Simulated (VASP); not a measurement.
# Mn (Im-3m) in VASP: further runs

Mn is run at these levels: BLYP; tasks: single point.

Everything below comes from runs of VASP 6.6.1. Logs are shortened: lines on timing, memory, paths and dates and some standing lists are left out, and cuts for length are marked.

## (1) The cell of the first run

It takes space group Im-3m (No. 229, cubic). Conventional cell: a = 2.820 Å, b = 2.820 Å, c = 2.820 Å, α = 90.00°, β = 90.00°, γ = 90.00°. Within 3.2 Å of Mn (site symmetry m-3m) lie 14 Mn at 2.44 to 2.82 Å.

## (2) Single point, BLYP

Input file INCAR:

```
SYSTEM = Mn
PREC = Accurate
ENCUT = 520
EDIFF = 1E-6
ISMEAR = -1
SIGMA = 0.1
LREAL = .FALSE.
LASPH = .TRUE.
NELM = 80
ALGO = Normal
ISIF = 2
LWAVE = .FALSE.
LCHARG = .TRUE.
GGA = B5
ALDAX = 1.0
AGGAX = 1.0
AGGAC = 1.0
ALDAC = 0.0
LELF = .TRUE.
LVHAR = .TRUE.
NBANDS = 12
```

Input file KPOINTS:

```
regular mesh
0
G
  15 15 15
  0 0 0
```

Input file POSCAR:

```
Mn
1.0
   -1.4099365103      1.4099365103      1.4099365103
    1.4099365103     -1.4099365103      1.4099365103
    1.4099365103      1.4099365103     -1.4099365103
Mn
1
Direct
    0.0000000000      0.0000000000      0.0000000000
```

Potentials or basis: VASP PAW PBE potentials, release 64 (Mn_pv).

The run is started by

```console
> cat potpaw_PBE.64/Mn_pv/POTCAR > POTCAR
> mpirun -np 1 vasp_std > vasp.out
```

OUTCAR:

```text
SYSTEM = Mn
   PREC = Accurate
   ENCUT = 520
   EDIFF = 1E-6
   ISMEAR = -1
   LREAL = .FALSE.
   LASPH = .TRUE.
   NELM = 80
   ISIF = 2
   GGA = B5

 ion  position               nearest neighbor table
   1  0.000  0.000  0.000-

  LATTYP: Found a body centered cubic cell.
 ALAT       =     2.8198730206

  Lattice vectors:

 A1 = (  -1.4099365103,   1.4099365103,   1.4099365103)
 A2 = (   1.4099365103,  -1.4099365103,   1.4099365103)
 A3 = (   1.4099365103,   1.4099365103,  -1.4099365103)

Analysis of symmetry for initial positions (statically):
=====================================================================
 Subroutine PRICEL returns:
 Original cell was already a primitive cell.

 Routine SETGRP: Setting up the symmetry group for a
 body centered cubic supercell.

 Subroutine GETGRP returns: Found 48 space group operations
 (whereof 48 operations were pure point group operations)
 out of a pool of 48 trial point group operations.

The static configuration has the point symmetry O_h .

Analysis of symmetry for dynamics (positions and initial velocities):
=====================================================================
 Subroutine PRICEL returns:
 Original cell was already a primitive cell.

 Routine SETGRP: Setting up the symmetry group for a
 body centered cubic supercell.

 Subroutine GETGRP returns: Found 48 space group operations
 (whereof 48 operations were pure point group operations)
 out of a pool of 48 trial point group operations.

The dynamic configuration has the point symmetry O_h .

 Subroutine INISYM returns: Found 48 space group operations
 (whereof 48 operations are pure point group operations),
 and found     1 'primitive' translations

----------------------------------------------------------------------------------------

                                     Primitive cell

  volume of cell :      11.2114

  direct lattice vectors                    reciprocal lattice vectors
    -1.409936510  1.409936510  1.409936510     0.000000000  0.354625897  0.354625897
     1.409936510 -1.409936510  1.409936510     0.354625897  0.000000000  0.354625897
     1.409936510  1.409936510 -1.409936510     0.354625897  0.354625897  0.000000000

  length of vectors
     2.442081671  2.442081671  2.442081671     0.501516753  0.501516753  0.501516753

  position of ions in fractional coordinates (direct lattice)
     0.000000000  0.000000000  0.000000000

  ion indices of the primitive-cell ions
   primitive index   ion index
                 1           1

----------------------------------------------------------------------------------------

 KPOINTS: regular mesh

Automatic generation of k-mesh.
 Grid dimensions read from file:
 generate k-points for:   15   15   15

 Generating k-lattice:

  Cartesian coordinates                     Fractional coordinates (reciprocal lattice)
     0.000000000  0.023641726  0.023641726     0.066666667  0.000000000  0.000000000
     0.023641726  0.000000000  0.023641726     0.000000000  0.066666667  0.000000000
     0.023641726  0.023641726  0.000000000     0.000000000  0.000000000  0.066666667

  Length of vectors
     0.033434450  0.033434450  0.033434450

  Shift w.r.t. Gamma in fractional coordinates (k-lattice)
     0.000000000  0.000000000  0.000000000

 Subroutine IBZKPT returns following result:
 ===========================================

 Found    120 irreducible k-points:

 Following reciprocal coordinates:
            Coordinates               Weight
  0.000000  0.000000  0.000000      1.000000
  0.066667  0.000000  0.000000     12.000000
  0.133333  0.000000  0.000000     12.000000
  0.200000  0.000000  0.000000     12.000000
  0.266667  0.000000  0.000000     12.000000
  0.333333  0.000000  0.000000     12.000000
[... 16 lines left out ...]
  0.333333  0.200000  0.000000     48.000000
  0.400000  0.200000  0.000000     24.000000
 [... further k-points ...]
   k-points           NKPTS =    120   k-points in BZ     NKDIM =    120   number of bands    NBANDS=     12
   number of dos      NEDOS =    301   number of ions     NIONS =      1
   total plane-waves  NPLWV =   5832
   dimension x,y,z NGX =    18 NGY =   18 NGZ =   18
   dimension x,y,z NGXF=    36 NGYF=   36 NGZF=   36
   ions per type =               1
   NGX,Y,Z   is equivalent  to a cutoff of  12.25, 12.25, 12.25 a.u.
   NGXF,Y,Z  is equivalent  to a cutoff of  24.51, 24.51, 24.51 a.u.
 SYSTEM =  Mn
   PREC   = accura    normal or accurate (medium, high low for compatibility)
   ISTART =      0    job   : 0-new  1-cont  2-samecut
   ICHARG =      2    charge: 1-file 2-atom 10-const
   ISPIN  =      1    spin polarized calculation?
   LNONCOLLINEAR =      F non collinear calculations
   LSORBIT =      F    spin-orbit coupling
   LASPH  =      T    aspherical Exc in radial PAW
   ENCUT  =  520.0 eV  38.22 Ry    6.18 a.u.   4.54  4.54  4.54*2*pi/ulx,y,z
   NELM   =     80;   NELMIN=  2; NELMDL= -5     # of ELM steps
   EDIFF  = 0.1E-05   stopping-criterion for ELM
   LREAL  =      F    real-space projection
   EDIFFG = 0.1E-04   stopping-criterion for IOM
   NSW    =      0    number of steps for IOM
   IBRION =     -1    ionic relax: 0-MD 1-quasi-New 2-CG
   NFREE  =      0    steps in history (QN), initial steepest desc. (CG)
   ISIF   =      2    stress and relaxation
   ISYM   =      2    0-nonsym 1-usesym 2-fastsym
   POTIM  = 0.5000    time-step for ionic-motion
   TEBEG  =    0.0;   TEEND  =   0.0 temperature during run
   PSTRESS=    0.0 pullay stress
   NELECT =      13.0000    total number of electrons
   NUPDOWN=      -1.0000    fix difference up-down
   EMIN   =  10.00;   EMAX   =-10.00  energy-range for DOS
   EFERMI =   0.00;   METHOD = LEGACY
   ISMEAR =    -1;   SIGMA  =   0.10  broadening in eV -4-tet -1-fermi 0-gaus
   EFERMI_NEDOS =   21; number of points for ismear=-14 and -15
   IALGO  =     38    algorithm
   IMIX   =      4    mixing-type and parameters
     AMIX     =   0.40;   BMIX     =  1.00
     AMIX_MAG =   1.60;   BMIX_MAG =  1.00
  volume/ion in A,a.u.               =      11.21        75.66
  Fermi-wavevector in a.u.,A,eV,Ry     =   1.719899  3.250139 40.246770  2.958054
  Thomas-Fermi vector in A             =   2.796439
   LORBIT       =      0    0 simple, 1 ext, 2 COOP (PROOUT), +10 PAW based schemes
   GGA     = B5    functional components
   LHFCALC =     F    Hartree Fock is set to
   AEXX    =    0.0000 exact exchange contribution
   IVDW    =     0    specifies the selected vdW correction
   LEPSILON=     F    determine dielectric tensor
   LRPA    =     F    only Hartree local field effects (RPA)
 non-spin polarized calculation
  energy-cutoff  :      520.00
  volume of cell :       11.21
 maximum number of plane-waves:       321
   NGX =  9   NGY =  9   NGZ =  9

 number of electron      13.0000021 magnetization

 Free energy of the ion-electron system (eV)
  ---------------------------------------------------
  ext. energy  EPLUGINS =         0.00000000
  ---------------------------------------------------
  free energy    TOTEN  =        -7.70717239 eV

  energy without entropy =       -7.62969912  energy(sigma->0) =       -7.66843576

 E-fermi :  10.6901     XC(G=0): -13.1932

 val. band max:       10.6868481481   @ k =  -0.4667   0.4667   0.3333
 cond. band min:      10.6967206864   @ k =  -0.3333   0.3333   0.0667
 fundamental gap:      0.0098725383
 Fermi energy:        10.6901449215

 k-point     1 :       0.0000    0.0000    0.0000
  band No.  band energies     occupation
      1     -37.1311      2.00000
      2     -37.1311      2.00000
      3     -37.1310      2.00000
      4       2.4750      2.00000
      5       9.1514      2.00000
      6       9.1514      2.00000
      7       9.1514      2.00000
      8      11.0407      0.05832
      9      11.0407      0.05831
     10      34.3584      0.00000
     11      34.3584      0.00000
     12      34.3584      0.00000

 k-point     2 :       0.0667    0.0000    0.0000
  band No.  band energies     occupation
      1     -37.1611      2.00000
      2     -37.1406      2.00000
      3     -37.1311      2.00000
      4       2.6674      2.00000
      5       9.0871      2.00000
      6       9.1434      2.00000
      7       9.2704      2.00000
      8      10.9714      0.11329
      9      11.0454      0.05568
     10      33.6941      0.00000
     11      34.2468      0.00000
     12      34.4260      0.00000

 k-point     3 :       0.1333    0.0000    0.0000
  band No.  band energies     occupation
      1     -37.2457      2.00000
      2     -37.1676      2.00000
      3     -37.1314      2.00000
      4       3.2238      2.00000
      5       8.9087      2.00000
      6       9.0986      2.00000
      7       9.6156      1.99996
      8      10.8235      0.41705
      9      11.0620      0.04739
     10      31.9338      0.00000
     11      33.7004      0.00000
     12      34.6033      0.00000

 k-point     4 :       0.2000    0.0000    0.0000
  band No.  band energies     occupation
      1     -37.3689      2.00000
      2     -37.2071      2.00000
      3     -37.1318      2.00000
      4       4.0695      2.00000
      5       8.6543      2.00000
      6       8.9994      2.00000
      7      10.1505      1.99097
      8      10.7284      0.81113
      9      11.0949      0.03432
     10      29.4669      0.00000
     11      32.5766      0.00000
     12      34.8310      0.00000

 k-point     5 :       0.2667    0.0000    0.0000
  band No.  band energies     occupation
      1     -37.5086      2.00000
      2     -37.2523      2.00000
      3     -37.1322      2.00000
      4       5.0258      2.00000
      5       8.3737      2.00000
      6       8.9794      2.00000
      7      10.7559      0.68265
      8      10.8106      0.46127
      9      11.1458      0.02077
     10      26.6836      0.00000
     11      31.2334      0.00000
     12      35.0506      0.00000
[... 228 lines left out ...]
      1     -37.6171      2.00000
      2     -37.3122      2.00000
      3     -37.1832      2.00000
      4       6.2920      2.00000
      5       8.1727      2.00000
      6       8.4790      2.00000
      7      10.6461      1.21693
      8      11.3463      0.00282
      9      12.3708      0.00000
     10      25.5501      0.00000
     11      26.3386      0.00000
     12      32.3011      0.00000

 k-point    22 :       0.2667    0.2000   -0.0000
  band No.  band energies     occupation
      1     -37.6759      2.00000
      2     -37.3734      2.00000
      3     -37.1921      2.00000
      4       6.7839      2.00000
      5       7.9952      2.00000
      6       8.6564      2.00000
      7      10.7761      0.59491
      8      11.4177      0.00138
      9      13.5500      0.00000
     10      23.1454      0.00000
     11      25.1363      0.00000
     12      31.3304      0.00000

 k-point    23 :       0.3333    0.2000    0.0000
  band No.  band energies     occupation
      1     -37.7100      2.00000
      2     -37.4222      2.00000
      3     -37.1962      2.00000
      4       6.8720      2.00000
      5       7.9301      2.00000
      6       8.9831      2.00000
      7      10.9176      0.18648
      8      11.4899      0.00067
      9      14.8607      0.00000
     10      20.8179      0.00000
     11      24.5215      0.00000
     12      30.7185      0.00000

 k-point    24 :       0.4000    0.2000    0.0000
  band No.  band energies     occupation
      1     -37.7208      2.00000
      2     -37.4410      2.00000
      3     -37.1975      2.00000
      4       6.8588      2.00000
      5       7.9143      2.00000
      6       9.1318      2.00000
      7      10.9709      0.11378
      8      11.5360      0.00042
      9      15.6603      0.00000
     10      19.6539      0.00000
     11      24.3081      0.00000
     12      30.5084      0.00000

 [... further k-points ...]

------------------------ aborting loop because EDIFF is reached ----------------------------------------

  FORCE on cell =-STRESS in cart. coord.  units (eV):
  Direction    XX          YY          ZZ          XY          YZ          ZX
  --------------------------------------------------------------------------------------
  -------------------------------------------------------------------------------------
  Total        0.0064592      0.0064592      0.0064592      0.0000000      0.0000000     -0.0000000
  in kB        0.9230668      0.9230668      0.9230668      0.0000000      0.0000000     -0.0000000
  external PRESSURE =       0.9230668 kB  Pullay stress =       0.0000000 kB

 VOLUME and BASIS-vectors are now :
 -----------------------------------------------------------------------------
  energy-cutoff  :      520.00
  volume of cell :       11.21
      direct lattice vectors                 reciprocal lattice vectors
    -1.409936510  1.409936510  1.409936510     0.000000000  0.354625897  0.354625897
     1.409936510 -1.409936510  1.409936510     0.354625897  0.000000000  0.354625897
     1.409936510  1.409936510 -1.409936510     0.354625897  0.354625897  0.000000000

 POSITION                                       TOTAL-FORCE (eV/Angst)
 -----------------------------------------------------------------------------------
      0.00000      0.00000      0.00000        -0.000000      0.000000      0.000000
 -----------------------------------------------------------------------------------
    total drift:                                0.000000      0.000000      0.000000

  FREE ENERGIE OF THE ION-ELECTRON SYSTEM (eV)
  ---------------------------------------------------
  free  energy   TOTEN  =        -7.7071723892 eV

  energy  without entropy=       -7.6296991246  energy(sigma->0) =       -7.66843576
```

Wall time 13 s (1 thread of Intel Xeon Platinum 8375C at 2.90GHz (Ice Lake), shared host); peak memory 0.12 GiB.

What came out:

```
Free energy : -7.7072 eV
Pressure    : 0.1 GPa
```

Levels at points of the mesh, in eV from the Fermi level:
| k point | band 2 | band 3 | band 4 | band 5 | band 6 | band 7 | band 8 | band 9 | band 10 | band 11 |
| --- | --- | --- | --- | --- | --- | --- | --- | --- | --- | --- |
| (0.00, 0.00, 0.00) | -47.82 | -47.82 | -8.22 | -1.54 | -1.54 | -1.54 | 0.35 | 0.35 | 23.67 | 23.67 |

Caveat: the PAW data sets were made with another functional, which shifts forces and pressure a little; the run has no spin polarisation, though such a crystal can be magnetic. Spin polarisation is off, so any magnetic state and its effect on volume and gap are missing.

(Continued in part 2 of 2.)
